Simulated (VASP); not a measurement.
A run of VASP 6.6.1 is set up as follows.

INCAR

```
SYSTEM = Al5N
PREC = Accurate
ENCUT = 520
EDIFF = 1E-6
ISMEAR = 0
SIGMA = 0.1
LREAL = .False.
LASPH = .True.
NELM = 60
ALGO = Normal
ISIF = 2
LWAVE = .False.
LCHARG = .False.
GGA = PE
NBANDS = 19
```

The input KPOINTS:

```
regular mesh
0
Gamma
  10 10 10
  0 0 0
```

POSCAR

```
Al5N
1.0
    0.0000000000      3.6605131616      3.6605131616
    3.6605131616      0.0000000000      3.6605131616
    3.6605131616      3.6605131616      0.0000000000
Al N
5 1
Direct
    0.7500000000      0.7500000000      0.7500000000
    0.8744511912      0.3751829363      0.3751829363
    0.3751829363      0.3751829363      0.3751829363
    0.3751829363      0.8744511912      0.3751829363
    0.3751829363      0.3751829363      0.8744511912
    0.0000000000      0.0000000000      0.0000000000
```

Potentials or basis: VASP PAW PBE potentials, release 64 (Al, N).

The run is started by

```bash
$ cat potpaw_PBE.64/Al/POTCAR potpaw_PBE.64/N/POTCAR > POTCAR
$ mpirun -np 1 vasp_std > vasp.out
```

Problem. What does it give for the pressure?

Solution. 0.0 GPa.

Problem. Estimate the band gap on the k mesh.

Solution. Zero (band 10 reaches 7.21 eV, above the bottom of band 11 at 5.29 eV).
